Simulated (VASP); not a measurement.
Write the native input for VASP 6.6.1 that does the following.

- Task: single point
- Functional: LDA
- Potentials or basis: VASP PAW LDA potentials, release 64 (Pt)
- Cutoff: 520 eV
- k mesh: 16 × 16 × 16
- Occupations: fermi-dirac, width 0.05 eV
- Spin: non-collinear spin, zero start, spin-orbit coupling
- Starting moments: [[0.0, 0.0, 0.0]] μB
- Dipole correction: no
- Further INCAR settings: ALGO = Normal; EDIFF = 1e-06; NBANDS = 21

The structure of Pt lies in POSCAR:

```
Pt
1.0
    0.0000000000      1.9715751809      1.9715751809
    1.9715751809      0.0000000000      1.9715751809
    1.9715751809      1.9715751809      0.0000000000
Pt
1
Direct
    0.0000000000      0.0000000000      0.0000000000
```

These files were run (other wordings do the same):

INCAR

```
SYSTEM = Pt
PREC = Accurate
ENCUT = 520
EDIFF = 1E-6
ISMEAR = -1
SIGMA = 0.05
LREAL = .FALSE.
LASPH = .TRUE.
NELM = 150
ALGO = Normal
ISIF = 2
LWAVE = .FALSE.
LCHARG = .FALSE.
LNONCOLLINEAR = .TRUE.
MAGMOM = 0 0 0
LORBIT = 11
LSORBIT = .TRUE.
GGA_COMPAT = .FALSE.
LORBMOM = .TRUE.
LMAXMIX = 4
NBANDS = 21
```

KPOINTS

```
regular mesh
0
G
  16 16 16
  0 0 0
```

Potentials or basis: VASP PAW LDA potentials, release 64 (Pt).

Run with:

```console
$ cat potpaw_LDA.64/Pt/POTCAR > POTCAR
$ mpirun -np 1 vasp_ncl > vasp.out
```

Results of the run:

```json
{
  "Pressure": "-8.9 GPa",
  "Net moment": "0.00 μB per cell",
  "Valence electrons inside the program's atomic spheres": "Pt 9.26"
}
```

Caveat: the cell stands under tension.

Wall time 110 s on 1 thread of Intel Xeon 8259CL, with other jobs on the host, peak memory 0.22 GiB.
